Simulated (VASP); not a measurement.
# Fe (Im-3m) in VASP: a series of runs, part 2 of 2

VASP 6.6.1. The steps go on from the part before.

## (3) Single point, RPBE, non-collinear spin, typed start, spin-orbit coupling

This run uses another cell than the first one, of 11.71 Å³/atom, 0.962 times its volume.

INCAR reads:

```
PREC = Accurate
ENCUT = 520
EDIFF = 1E-6
ISMEAR = -1
SIGMA = 0.05
LREAL = F
LASPH = T
NELM = 150
ALGO = Normal
ISIF = 2
LWAVE = F
LCHARG = F
MAGMOM = 0 0 2.303
LORBIT = 11
LSORBIT = T
GGA_COMPAT = F
LORBMOM = T
LMAXMIX = 4
GGA = RP
NBANDS = 19
```

KPOINTS reads:

```
Automatic mesh
0
Gamma
  15 15 15
```

POSCAR reads:

```
Fe
1.0
   -1.4303483045      1.4303483045      1.4303483045
    1.4303483045     -1.4303483045      1.4303483045
    1.4303483045      1.4303483045     -1.4303483045
Fe
1
Direct
    0.0000000000      0.0000000000      0.0000000000
```

Potentials or basis: VASP PAW PBE potentials, release 64 (Fe).

Run with:

```bash
$ cat potpaw_PBE.64/Fe/POTCAR > POTCAR
$ mpirun -np 1 vasp_ncl > vasp.out
```

Run time: 7.1 min. Hardware: 1 thread of Intel Xeon 6975P-C, shared host; peak memory 0.27 GiB.

The run converged. Its results:

```
Free energy                                           : -7.7698 eV
Pressure                                              : 0.0 GPa
Net moment                                            : 2.24 μB per cell
Valence electrons inside the program's atomic spheres : Fe 7.20
```

Moments on the atoms (μB; x, y, z):
```
Fe  0.00 0.00 2.25
```

Caveat: the PAW data sets were made with another functional, which shifts forces and pressure a little.

## (4) Single point, RPBE, collinear spin, ferromagnetic start (volume scaled by 1.08)

INCAR reads:

```
SYSTEM = Fe
  PREC = Accurate
  ENCUT = 520
  EDIFF = 1E-7
  ISMEAR = -1
  SIGMA = 0.05
  LREAL = .FALSE.
  LASPH = .TRUE.
  NELM = 150
  ALGO = Normal
  ISIF = 2
  LWAVE = .FALSE.
  LCHARG = .FALSE.
  ISPIN = 2
  MAGMOM = 2.303
  LORBIT = 11
  LMAXMIX = 4
  GGA = RP
  NBANDS = 14
```

KPOINTS reads:

```
regular mesh
0
G
  25 25 25
  0 0 0
```

POSCAR reads:

```
Fe
1.0
   -1.4675167177      1.4675167177      1.4675167177
    1.4675167177     -1.4675167177      1.4675167177
    1.4675167177      1.4675167177     -1.4675167177
Fe
1
Direct
    0.0000000000      0.0000000000      0.0000000000
```

Potentials or basis: VASP PAW PBE potentials, release 64 (Fe).

Run with:

```bash
$ cat potpaw_PBE.64/Fe/POTCAR > POTCAR
$ mpirun -np 1 vasp_std > vasp.out
```

OUTCAR:

```text
SYSTEM = Fe
   PREC = Accurate
   ENCUT = 520
   EDIFF = 1E-7
   ISMEAR = -1
   LREAL = .FALSE.
   LASPH = .TRUE.
   NELM = 150
   ISIF = 2
   ISPIN = 2
   LORBIT = 11
   GGA = RP

 ion  position               nearest neighbor table
   1  0.000  0.000  0.000-

  LATTYP: Found a body centered cubic cell.
 ALAT       =     2.9350334354

  Lattice vectors:

 A1 = (  -1.4675167177,   1.4675167177,   1.4675167177)
 A2 = (   1.4675167177,  -1.4675167177,   1.4675167177)
 A3 = (   1.4675167177,   1.4675167177,  -1.4675167177)

Analysis of symmetry for initial positions (statically):
=====================================================================
 Subroutine PRICEL returns:
 Original cell was already a primitive cell.

 Routine SETGRP: Setting up the symmetry group for a
 body centered cubic supercell.

 Subroutine GETGRP returns: Found 48 space group operations
 (whereof 48 operations were pure point group operations)
 out of a pool of 48 trial point group operations.

The static configuration has the point symmetry O_h .

Analysis of symmetry for dynamics (positions and initial velocities):
=====================================================================
[... 598 lines left out ...]
      7      28.4772      0.00000
      8      28.4772      0.00000
      9      28.4772      0.00000
     10      33.3701      0.00000
     11      33.3701      0.00000
     12      35.7872      0.00000
     13      35.7872      0.00000
     14      35.7874      0.00000
[... 379 lines left out ...]
      3       5.2772      0.00107
      4       6.6893      0.00000
      5       7.0796      0.00000
      6       7.7102      0.00000
      7      13.2107      0.00000
      8      22.1660      0.00000
      9      23.9806      0.00000
     10      27.6752      0.00000
     11      31.1439      0.00000
     12      37.2063      0.00000
     13      40.8917      0.00000
     14      43.9686      0.00000

 [... further k-points ...]
[... 5 lines left out ...]
  --------------------------------------------------------------------------------------
  -------------------------------------------------------------------------------------
  Total       -0.5728325     -0.5728325     -0.5728325      0.0000000     -0.0000000     -0.0000000
  in kB      -72.5987393    -72.5987393    -72.5987393      0.0000000     -0.0000000     -0.0000000
  external PRESSURE =     -72.5987393 kB  Pullay stress =       0.0000000 kB

 VOLUME and BASIS-vectors are now :
 -----------------------------------------------------------------------------
  energy-cutoff  :      520.00
  volume of cell :       12.64
      direct lattice vectors                 reciprocal lattice vectors
    -1.467516718  1.467516718  1.467516718     0.000000000  0.340711621  0.340711621
     1.467516718 -1.467516718  1.467516718     0.340711621  0.000000000  0.340711621
     1.467516718  1.467516718 -1.467516718     0.340711621  0.340711621  0.000000000

 POSITION                                       TOTAL-FORCE (eV/Angst)
 -----------------------------------------------------------------------------------
      0.00000      0.00000      0.00000        -0.000000     -0.000000      0.000000
 -----------------------------------------------------------------------------------
    total drift:                                0.000000     -0.000000      0.000000

  FREE ENERGIE OF THE ION-ELECTRON SYSTEM (eV)
  ---------------------------------------------------
  free  energy   TOTEN  =        -7.7380951264 eV

  energy  without entropy=       -7.7288922818  energy(sigma->0) =       -7.73349370

 total charge

# of ion       s       p       d       tot
------------------------------------------
    1        0.444   0.453   6.165   7.062

 magnetization (x)

# of ion       s       p       d       tot
------------------------------------------
    1       -0.017  -0.063   2.627   2.547
```

Run time: 1.9 min. Hardware: 1 thread of Intel Xeon 6975P-C, shared host; peak memory 0.24 GiB.

Results:

| Property | Result |
| --- | --- |
| Free energy | -7.7381 eV |
| Pressure | -7.3 GPa |
| Net moment | 2.52 μB per cell |
| Site moments | Fe +2.55 μB |
| Valence electrons inside the program's atomic spheres | Fe 7.06 |

Caveat: the cell differs from its parent crystal (volume scaled by 1.08); the PAW data sets were made with another functional, which shifts forces and pressure a little.

## (5) Single point, RPBE, collinear spin, ferromagnetic start (volume scaled by 1.12)

INCAR reads:

```
SYSTEM = Fe
PREC = Accurate
ENCUT = 520
EDIFF = 1E-7
ISMEAR = -1
SIGMA = 0.05
LREAL = .False.
LASPH = .True.
NELM = 150
ALGO = Normal
ISIF = 2
LWAVE = .False.
LCHARG = .False.
ISPIN = 2
MAGMOM = 2.303
LORBIT = 11
LMAXMIX = 4
GGA = RP
NBANDS = 14
```

KPOINTS reads:

```
Automatic mesh
0
Gamma
  25 25 25
  0 0 0
```

POSCAR reads:

```
Fe
1.0
   -1.4854150270      1.4854150270      1.4854150270
    1.4854150270     -1.4854150270      1.4854150270
    1.4854150270      1.4854150270     -1.4854150270
Fe
1
Direct
    0.0000000000      0.0000000000      0.0000000000
```

Run with:

```bash
$ cat potpaw_PBE.64/Fe/POTCAR > POTCAR
$ mpirun -np 1 vasp_std > vasp.out
```

It took 91 s on 1 thread of Intel Xeon 6975P-C, shared host; peak memory 0.24 GiB.

It converged, with:

| Property | Result |
| --- | --- |
| Free energy | -7.7119 eV |
| Pressure | -10.7 GPa |
| Net moment | 2.59 μB per cell |
| Site moments | Fe +2.63 μB |
| Valence electrons inside the program's atomic spheres | Fe 7.00 |

Levels at points of the mesh, in eV from the Fermi level:
Spin up:
| k point | band 2 | band 3 | band 4 | band 5 | band 6 | band 7 | band 8 | band 9 |
| --- | --- | --- | --- | --- | --- | --- | --- | --- |
| (0.00, 0.00, 0.00) | -2.28 | -2.28 | -2.28 | -1.26 | -1.26 | 23.56 | 23.56 | 23.56 |
Spin down:
| k point | band 1 | band 2 | band 3 | band 4 | band 5 | band 6 | band 7 |
| --- | --- | --- | --- | --- | --- | --- | --- |
| (0.00, 0.00, 0.00) | -7.57 | 0.17 | 0.17 | 0.17 | 1.85 | 1.85 | 23.10 |

Caveat: the cell differs from its parent crystal (volume scaled by 1.12); the PAW data sets were made with another functional, which shifts forces and pressure a little.

## (6) The runs side by side

| spin | cell | k mesh | gap on the mesh (eV) | pressure (GPa) | moment (μB) |
| --- | --- | --- | --- | --- | --- |
| collinear, ferromagnetic start | a = 2.510 Å, angles 109.5°, 1 atom | 25 × 25 × 25 | none | -4.9 | 2.36 |
| non-collinear, typed start, SOC | a = 2.477 Å, angles 109.5°, 1 atom | 15 × 15 × 15 | - | 0.0 | 2.24 |
| collinear, ferromagnetic start | a = 2.542 Å, angles 109.5°, 1 atom | 25 × 25 × 25 | none | -7.3 | 2.52 |
| collinear, ferromagnetic start | a = 2.573 Å, angles 109.5°, 1 atom | 25 × 25 × 25 | none | -10.7 | 2.59 |

Alike in all rows: task single point; level RPBE; potentials or basis VASP PAW PBE potentials, release 64 (Fe); cutoff (eV) 520; smearing fermi-dirac 0.05 eV.

Caveats: the PAW data sets were made with another functional, which shifts forces and pressure a little.

Total energies depend on the potentials used, so only differences within one code and one set of settings carry meaning.
